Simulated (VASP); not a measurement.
# As (Pm-3m) in VASP: notebook

The runs below take As through single point, with PBE.

Everything below comes from runs of VASP 6.6.1. Logs are shortened: lines on timing, memory, paths and dates and some standing lists are left out, and cuts for length are marked.

### Step 1. The cell of the first run

It takes space group Pm-3m (No. 221, cubic). The conventional cell has a = 2.276 Å, b = 2.276 Å, c = 2.276 Å, α = 90.00°, β = 90.00°, γ = 90.00°. As (site symmetry m-3m) has 6 As at 2.28 Å within 3.0 Å.

### Step 2. Single point, PBE (volume scaled by 0.58)

INCAR reads:

```
SYSTEM = As
ALGO = Normal ; EDIFF = 1E-6
ENCUT = 520 ; GGA = PE
ISIF = 2 ; ISMEAR = -1
LASPH = .True. ; LCHARG = .False.
LREAL = .False. ; LWAVE = .False.
NBANDS = 8 ; NELM = 100
PREC = Accurate ; SIGMA = 0.08
```

KPOINTS reads:

```
k-points
0
Gamma
  15 15 15
  0 0 0
```

POSCAR reads:

```
As
1.0
    2.2759533962      0.0000000000      0.0000000000
    0.0000000000      2.2759533962      0.0000000000
    0.0000000000      0.0000000000      2.2759533962
As
1
Direct
    0.0000000000      0.0000000000      0.0000000000
```

Potentials or basis: VASP PAW PBE potentials, release 64 (As).

Command:

```sh
$ cat potpaw_PBE.64/As/POTCAR > POTCAR
$ mpirun -np 1 vasp_std > vasp.out
```

OUTCAR:

```text
SYSTEM = As
   EDIFF = 1E-6
   ENCUT = 520
   GGA = PE
   ISIF = 2
   ISMEAR = -1
   LASPH = .True.
   LREAL = .False.
   NELM = 100
   PREC = Accurate

 ion  position               nearest neighbor table
   1  0.000  0.000  0.000-

  LATTYP: Found a simple cubic cell.
 ALAT       =     2.2759533962

  Lattice vectors:

 A1 = (   2.2759533962,   0.0000000000,   0.0000000000)
 A2 = (   0.0000000000,   2.2759533962,   0.0000000000)
 A3 = (   0.0000000000,   0.0000000000,   2.2759533962)

Analysis of symmetry for initial positions (statically):
=====================================================================
 Subroutine PRICEL returns:
 Original cell was already a primitive cell.

 Routine SETGRP: Setting up the symmetry group for a
 simple cubic supercell.

 Subroutine GETGRP returns: Found 48 space group operations
 (whereof 48 operations were pure point group operations)
 out of a pool of 48 trial point group operations.

The static configuration has the point symmetry O_h .

Analysis of symmetry for dynamics (positions and initial velocities):
=====================================================================
 Subroutine PRICEL returns:
 Original cell was already a primitive cell.

 Routine SETGRP: Setting up the symmetry group for a
 simple cubic supercell.

 Subroutine GETGRP returns: Found 48 space group operations
 (whereof 48 operations were pure point group operations)
 out of a pool of 48 trial point group operations.

The dynamic configuration has the point symmetry O_h .

 Subroutine INISYM returns: Found 48 space group operations
 (whereof 48 operations are pure point group operations),
 and found     1 'primitive' translations

----------------------------------------------------------------------------------------

                                     Primitive cell

  volume of cell :      11.7894

  direct lattice vectors                    reciprocal lattice vectors
     2.275953396  0.000000000  0.000000000     0.439376308  0.000000000  0.000000000
     0.000000000  2.275953396  0.000000000     0.000000000  0.439376308  0.000000000
     0.000000000  0.000000000  2.275953396     0.000000000  0.000000000  0.439376308

  length of vectors
     2.275953396  2.275953396  2.275953396     0.439376308  0.439376308  0.439376308

  position of ions in fractional coordinates (direct lattice)
     0.000000000  0.000000000  0.000000000

  ion indices of the primitive-cell ions
   primitive index   ion index
                 1           1

----------------------------------------------------------------------------------------

 KPOINTS: k-points

Automatic generation of k-mesh.
 Grid dimensions read from file:
 generate k-points for:   15   15   15

 Generating k-lattice:

  Cartesian coordinates                     Fractional coordinates (reciprocal lattice)
     0.029291754  0.000000000  0.000000000     0.066666667  0.000000000  0.000000000
     0.000000000  0.029291754  0.000000000     0.000000000  0.066666667  0.000000000
     0.000000000  0.000000000  0.029291754     0.000000000  0.000000000  0.066666667

  Length of vectors
     0.029291754  0.029291754  0.029291754

  Shift w.r.t. Gamma in fractional coordinates (k-lattice)
     0.000000000  0.000000000  0.000000000

 Subroutine IBZKPT returns following result:
 ===========================================

 Found    120 irreducible k-points:

 Following reciprocal coordinates:
            Coordinates               Weight
  0.000000  0.000000  0.000000      1.000000
  0.066667  0.000000  0.000000      6.000000
  0.133333  0.000000  0.000000      6.000000
  0.200000  0.000000  0.000000      6.000000
  0.266667  0.000000  0.000000      6.000000
  0.333333  0.000000  0.000000      6.000000
[... 16 lines left out ...]
  0.266667  0.200000  0.000000     24.000000
  0.333333  0.200000  0.000000     24.000000
 [... further k-points ...]
   k-points           NKPTS =    120   k-points in BZ     NKDIM =    120   number of bands    NBANDS=      8
   number of dos      NEDOS =    301   number of ions     NIONS =      1
   total plane-waves  NPLWV =   5832
   dimension x,y,z NGX =    18 NGY =   18 NGZ =   18
   dimension x,y,z NGXF=    36 NGYF=   36 NGZF=   36
   ions per type =               1
   NGX,Y,Z   is equivalent  to a cutoff of  13.15, 13.15, 13.15 a.u.
   NGXF,Y,Z  is equivalent  to a cutoff of  26.30, 26.30, 26.30 a.u.
 SYSTEM =  As
   PREC   = accura    normal or accurate (medium, high low for compatibility)
   ISTART =      0    job   : 0-new  1-cont  2-samecut
   ICHARG =      2    charge: 1-file 2-atom 10-const
   ISPIN  =      1    spin polarized calculation?
   LNONCOLLINEAR =      F non collinear calculations
   LSORBIT =      F    spin-orbit coupling
   LASPH  =      T    aspherical Exc in radial PAW
   ENCUT  =  520.0 eV  38.22 Ry    6.18 a.u.   4.23  4.23  4.23*2*pi/ulx,y,z
   NELM   =    100;   NELMIN=  2; NELMDL= -5     # of ELM steps
   EDIFF  = 0.1E-05   stopping-criterion for ELM
   LREAL  =      F    real-space projection
   EDIFFG = 0.1E-04   stopping-criterion for IOM
   NSW    =      0    number of steps for IOM
   IBRION =     -1    ionic relax: 0-MD 1-quasi-New 2-CG
   NFREE  =      0    steps in history (QN), initial steepest desc. (CG)
   ISIF   =      2    stress and relaxation
   ISYM   =      2    0-nonsym 1-usesym 2-fastsym
   POTIM  = 0.5000    time-step for ionic-motion
   TEBEG  =    0.0;   TEEND  =   0.0 temperature during run
   PSTRESS=    0.0 pullay stress
   NELECT =       5.0000    total number of electrons
   NUPDOWN=      -1.0000    fix difference up-down
   EMIN   =  10.00;   EMAX   =-10.00  energy-range for DOS
   EFERMI =   0.00;   METHOD = LEGACY
   ISMEAR =    -1;   SIGMA  =   0.08  broadening in eV -4-tet -1-fermi 0-gaus
   EFERMI_NEDOS =   21; number of points for ismear=-14 and -15
   IALGO  =     38    algorithm
   IMIX   =      4    mixing-type and parameters
     AMIX     =   0.40;   BMIX     =  1.00
     AMIX_MAG =   1.60;   BMIX_MAG =  1.00
  volume/ion in A,a.u.               =      11.79        79.56
  Fermi-wavevector in a.u.,A,eV,Ry     =   1.229990  2.324343 20.583909  1.512875
  Thomas-Fermi vector in A             =   2.364856
   LORBIT       =      0    0 simple, 1 ext, 2 COOP (PROOUT), +10 PAW based schemes
   GGA     = PE    functional components
   LHFCALC =     F    Hartree Fock is set to
   AEXX    =    0.0000 exact exchange contribution
   IVDW    =     0    specifies the selected vdW correction
   LEPSILON=     F    determine dielectric tensor
   LRPA    =     F    only Hartree local field effects (RPA)
 non-spin polarized calculation
  energy-cutoff  :      520.00
  volume of cell :       11.79
 maximum number of plane-waves:       328
 NGX is ok and might be reduce to    18
   NGX =  9   NGY =  9   NGZ =  9

 number of electron       5.0000002 magnetization

 Free energy of the ion-electron system (eV)
  ---------------------------------------------------
  ext. energy  EPLUGINS =         0.00000000
  ---------------------------------------------------
  free energy    TOTEN  =        -2.18088009 eV

  energy without entropy =       -2.17270997  energy(sigma->0) =       -2.17679503

 E-fermi :  13.6986     XC(G=0): -12.8482

 val. band max:       13.6824736323   @ k =   0.2667   0.2000   0.0000
 cond. band min:      13.7682622740   @ k =   0.2667   0.2000   0.0667
 fundamental gap:      0.0857886417
 Fermi energy:        13.6986066043

 k-point     1 :       0.0000    0.0000    0.0000
  band No.  band energies     occupation
      1      -7.7137      2.00000
      2      19.7981      0.00000
      3      19.7981      0.00000
      4      19.7981      0.00000
      5      22.5361      0.00000
      6      22.5361      0.00000
      7      29.2475      0.00000
      8      46.0152      0.00000

 k-point     2 :       0.0667    0.0000    0.0000
  band No.  band energies     occupation
      1      -7.5856      2.00000
      2      17.6195      0.00000
      3      19.9288      0.00000
      4      19.9288      0.00000
      5      22.6378      0.00000
      6      24.3614      0.00000
      7      29.8542      0.00000
      8      44.1409      0.00000

 k-point     3 :       0.1333    0.0000    0.0000
  band No.  band energies     occupation
      1      -7.2013      2.00000
      2      14.4901      0.00010
      3      20.3172      0.00000
      4      20.3172      0.00000
      5      22.9424      0.00000
      6      26.1908      0.00000
      7      31.9004      0.00000
      8      41.4529      0.00000

 k-point     4 :       0.2000    0.0000    0.0000
  band No.  band energies     occupation
      1      -6.5614      2.00000
      2      11.4045      2.00000
      3      20.9491      0.00000
      4      20.9491      0.00000
      5      23.4455      0.00000
      6      27.2919      0.00000
      7      35.0429      0.00000
      8      38.8136      0.00000

 k-point     5 :       0.2667    0.0000    0.0000
  band No.  band energies     occupation
      1      -5.6686      2.00000
      2       8.4909      2.00000
      3      21.7963      0.00000
      4      21.7963      0.00000
      5      24.1361      0.00000
      6      28.1830      0.00000
      7      36.3431      0.00000
      8      36.3431      0.00000

 k-point     6 :       0.3333    0.0000    0.0000
  band No.  band energies     occupation
      1      -4.5336      2.00000
      2       5.8089      2.00000
      3      22.8035      0.00000
      4      22.8035      0.00000
      5      24.9853      0.00000
      6      29.0818      0.00000
      7      34.1152      0.00000
      8      34.1152      0.00000

 k-point     7 :       0.4000    0.0000    0.0000
  band No.  band energies     occupation
      1      -3.1975      2.00000
      2       3.4277      2.00000
      3      23.8464      0.00000
      4      23.8464      0.00000
      5      25.9091      0.00000
      6      29.9786      0.00000
      7      32.2594      0.00000
      8      32.2594      0.00000

 k-point     8 :       0.4667    0.0000    0.0000
  band No.  band energies     occupation
      1      -1.8918      2.00000
      2       1.5954      2.00000
      3      24.6186      0.00000
      4      24.6186      0.00000
      5      26.6423      0.00000
      6      30.6466      0.00000
      7      31.0808      0.00000
      8      31.0808      0.00000

 k-point     9 :       0.0667    0.0667    0.0000
  band No.  band energies     occupation
      1      -7.4576      2.00000
      2      17.3698      0.00000
      3      18.1909      0.00000
      4      20.0598      0.00000
      5      23.6375      0.00000
      6      25.3440      0.00000
      7      30.3371      0.00000
      8      42.0216      0.00000

 k-point    10 :       0.1333    0.0667    0.0000
  band No.  band energies     occupation
      1      -7.0733      2.00000
      2      14.5716      0.00004
      3      18.2521      0.00000
      4      20.4481      0.00000
      5      24.1558      0.00000
      6      27.1912      0.00000
      7      32.1070      0.00000
      8      39.2282      0.00000
[... 78 lines left out ...]
 k-point    18 :       0.2667    0.1333    0.0000
  band No.  band energies     occupation
      1      -5.1584      2.00000
      2       8.9446      2.00000
      3      16.6099      0.00000
      4      22.3166      0.00000
      5      26.2678      0.00000
      6      30.2451      0.00000
      7      32.7201      0.00000
      8      36.7551      0.00000

 k-point    19 :       0.3333    0.1333    0.0000
  band No.  band energies     occupation
      1      -4.0252      2.00000
      2       6.2864      2.00000
      3      17.6060      0.00000
      4      23.3263      0.00000
      5      26.7614      0.00000
      6      28.5986      0.00000
      7      33.1334      0.00000
      8      34.5366      0.00000

 k-point    20 :       0.4000    0.1333    0.0000
  band No.  band energies     occupation
      1      -2.6917      2.00000
      2       3.9178      2.00000
      3      18.7007      0.00000
      4      24.3750      0.00000
      5      25.7306      0.00000
      6      28.7992      0.00000
      7      32.6798      0.00000
      8      32.8655      0.00000

 k-point    21 :       0.4667    0.1333    0.0000
  band No.  band energies     occupation
      1      -1.3898      2.00000
      2       2.0934      2.00000
      3      19.5885      0.00000
      4      24.5301      0.00000
      5      25.1558      0.00000
      6      29.7826      0.00000
      7      31.4949      0.00000
      8      31.8893      0.00000

 k-point    22 :       0.2000    0.2000    0.0000
  band No.  band energies     occupation
      1      -5.4117      2.00000
      2      11.6767      2.00000
      3      13.5008      1.84435
      4      22.1011      0.00000
      5      26.1313      0.00000
      6      30.4087      0.00000
      7      34.0644      0.00000
      8      37.0748      0.00000

 k-point    23 :       0.2667    0.2000    0.0000
  band No.  band energies     occupation
      1      -4.5216      2.00000
      2       9.4345      2.00000
      3      13.6825      1.10049
      4      22.9504      0.00000
      5      26.2414      0.00000
      6      28.5296      0.00000
      7      35.5902      0.00000
      8      37.2509      0.00000

 k-point    24 :       0.3333    0.2000    0.0000
  band No.  band energies     occupation
      1      -3.3905      2.00000
      2       6.8563      2.00000
      3      14.6180      0.00002
      4      23.9632      0.00000
      5      24.7614      0.00000
      6      28.6150      0.00000
      7      35.0543      0.00000
      8      35.4959      0.00000

 [... further k-points ...]
[... 5 lines left out ...]
  --------------------------------------------------------------------------------------
  -------------------------------------------------------------------------------------
  Total       10.6931545     10.6931545     10.6931545      0.0000000      0.0000000     -0.0000000
  in kB     1453.2031393   1453.2031393   1453.2031393      0.0000000      0.0000000     -0.0000000
  external PRESSURE =    1453.2031393 kB  Pullay stress =       0.0000000 kB

 VOLUME and BASIS-vectors are now :
 -----------------------------------------------------------------------------
  energy-cutoff  :      520.00
  volume of cell :       11.79
      direct lattice vectors                 reciprocal lattice vectors
     2.275953396  0.000000000  0.000000000     0.439376308  0.000000000  0.000000000
     0.000000000  2.275953396  0.000000000     0.000000000  0.439376308  0.000000000
     0.000000000  0.000000000  2.275953396     0.000000000  0.000000000  0.439376308

 POSITION                                       TOTAL-FORCE (eV/Angst)
 -----------------------------------------------------------------------------------
      0.00000      0.00000      0.00000         0.000000      0.000000      0.000000
 -----------------------------------------------------------------------------------
    total drift:                                0.000000     -0.000000      0.000000

  FREE ENERGIE OF THE ION-ELECTRON SYSTEM (eV)
  ---------------------------------------------------
  free  energy   TOTEN  =        -2.1808800925 eV

  energy  without entropy=       -2.1727099675  energy(sigma->0) =       -2.17679503
```

Run time: 13 s. Hardware: 1 thread of Intel Xeon 8259CL, shared host; peak memory 0.09 GiB.

Results:

* Free energy: -2.1809 eV
* Pressure: 145.3 GPa

Levels at points of the mesh, in eV from the Fermi level:
| k point | band 1 | band 2 | band 3 | band 4 | band 5 | band 6 | band 7 | band 8 |
| --- | --- | --- | --- | --- | --- | --- | --- | --- |
| (0.00, 0.00, 0.00) | -21.41 | 6.10 | 6.10 | 6.10 | 8.84 | 8.84 | 15.55 | 32.32 |

### Step 3. Single point, PBE (volume scaled by 0.68)

INCAR reads:

```
SYSTEM = As
  PREC = Accurate
  ENCUT = 520
  EDIFF = 1E-7
  ISMEAR = -1
  SIGMA = 0.08
  LREAL = .False.
  LASPH = .True.
  NELM = 80
  ALGO = Normal
  ISIF = 2
  LWAVE = .False.
  LCHARG = .False.
  GGA = PE
  NBANDS = 8
```

KPOINTS reads:

```
regular mesh
0
Gamma
  15 15 15
  0 0 0
```

POSCAR reads:

```
As
1.0
    2.3998844845      0.0000000000      0.0000000000
    0.0000000000      2.3998844845      0.0000000000
    0.0000000000      0.0000000000      2.3998844845
As
1
Direct
    0.0000000000      0.0000000000      0.0000000000
```

Potentials or basis: VASP PAW PBE potentials, release 64 (As).

Command:

```sh
$ cat potpaw_PBE.64/As/POTCAR > POTCAR
$ mpirun -np 1 vasp_std > vasp.out
```

It took 16 s on 1 thread of Intel Xeon 8259CL, shared host; peak memory 0.09 GiB.

It converged, with:

- Free energy: -3.5146 eV
- Pressure: 72.5 GPa

Levels at points of the mesh, in eV from the Fermi level:
| k point | band 1 | band 2 | band 3 | band 4 | band 5 | band 6 | band 7 |
| --- | --- | --- | --- | --- | --- | --- | --- |
| (0.00, 0.00, 0.00) | -19.17 | 5.39 | 5.39 | 5.39 | 8.61 | 8.61 | 13.79 |
